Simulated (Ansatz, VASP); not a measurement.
# SnO: VASP beside Ansatz

Contents of INCAR:

```
SYSTEM = SnO
PREC = Accurate
ENCUT = 520
EDIFF = 1E-7
ISMEAR = 0
SIGMA = 0.05
LREAL = .False.
LASPH = .True.
NELM = 80
ALGO = Normal
ISIF = 2
LWAVE = .False.
LCHARG = .False.
LDIPOL = .True.
IDIPOL = 3
DIPOL = 0.5 0.5 0.403
GGA = PE
IVDW = 12
NBANDS = 50
```

The input KPOINTS:

```
regular mesh
0
Gamma
  7 7 1
  0 0 0
```

Contents of POSCAR:

```
SnO
1.0
    3.8201635894      0.0000000000      0.0000000000
    0.0000000000      3.8201635894      0.0000000000
    0.0000000000      0.0000000000     22.2260803631
Sn O
4 4
Direct
    0.7500000000      0.2500000000      0.2024648488
    0.2500000000      0.7500000000      0.3087831984
    0.2500000000      1.2500000000      0.4977503906
   -0.2500000000      1.7500000000      0.6040687401
    0.2500000000      0.2500000000      0.2556240236
    0.7500000000      0.7500000000      0.2556240236
   -0.2500000000      1.2500000000      0.5509095654
    0.2500000000      1.7500000000      0.5509095654
```

Input for Ansatz:

```yaml
crystal:
  lattice:
    - [3.8201635894, 0.0, 0.0]
    - [0.0, 3.8201635894, 0.0]
    - [0.0, 0.0, 22.2260803631]
  atoms:
    - { symbol: Sn, position: [0.75, 0.25, 0.2024648488] }
    - { symbol: O, position: [0.25, 0.25, 0.2556240236] }
    - { symbol: O, position: [0.75, 0.75, 0.2556240236] }
    - { symbol: Sn, position: [0.25, 0.75, 0.3087831984] }
    - { symbol: Sn, position: [0.25, 1.25, 0.4977503906] }
    - { symbol: O, position: [-0.25, 1.25, 0.5509095654] }
    - { symbol: O, position: [0.25, 1.75, 0.5509095654] }
    - { symbol: Sn, position: [-0.25, 1.75, 0.6040687401] }
basis:
  ecutwfc: 420
kpoints:
  mp_grid: { grid: [7, 7, 1] }
hamiltonian:
  xc: pbe
  pseudopotentials: { kind: paw, azcp: { folder: soft_1 } }
  dispersion: d3bj
scf:
  occupations: { method: gaussian, width: 0.05 }
output:
  forces: true
  eigenvalues: true
efield:
  axis: 3
  dipole_correction: true
  ramp_width: 0.04
```

Alike in both runs: task single point; functional PBE; dispersion D3(BJ); k mesh 7 × 7 × 1; occupations gaussian, width 0.05 eV; no spin polarisation.

|  | VASP | Ansatz |
| --- | --- | --- |
| version | VASP 6.6.1 | Ansatz 0.2.0 |
| potentials or method | VASP PAW PBE potentials, release 64 (Sn_d, O), cutoff 520 eV | scalar-relativistic, plane waves, PAW |
| valence electrons in the cell | 80 | 80 |

```csv
,VASP,Ansatz,Ansatz less VASP
gap on the k mesh at the Fermi level (eV),2.47,2.48,+0.007
least direct gap on the mesh (eV),2.57,2.61,+0.043
rms of the force components (eV/Å),0.047,0.014,-0.0334
```
